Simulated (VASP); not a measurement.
A run of VASP 6.6.1 is set up as follows.

INCAR

```
SYSTEM = C
ALGO = Normal ; EDIFF = 1E-7
ENCUT = 520 ; GGA = RP
ISIF = 2 ; ISMEAR = -1
LASPH = .True. ; LCHARG = .False.
LREAL = .False. ; LWAVE = .False.
NBANDS = 11 ; NELM = 100
PREC = Accurate ; SIGMA = 0.05
```

File KPOINTS:

```
k-points
0
Gamma
  13 13 13
  0 0 0
```

File POSCAR:

```
C
1.0
    0.0000000000      1.8068380860      1.8068380860
    1.8068380860      0.0000000000      1.8068380860
    1.8068380860      1.8068380860      0.0000000000
C
2
Direct
    0.7500000000      0.7500000000      0.7500000000
    0.5000000000      0.5000000000      0.5000000000
```

Potentials or basis: VASP PAW PBE potentials, release 64 (C).

Launch:

```sh
$ cat potpaw_PBE.64/C/POTCAR > POTCAR
$ mpirun -np 1 vasp_std > vasp.out
```

(1) Estimate the pressure.

(2) Estimate the band gap on the k mesh.

Results:

(1) -8.0 GPa.

(2) 4.06 eV, indirect (least direct gap 5.49 eV).

Caveat: the PAW data sets were made with another functional, which shifts forces and pressure a little.
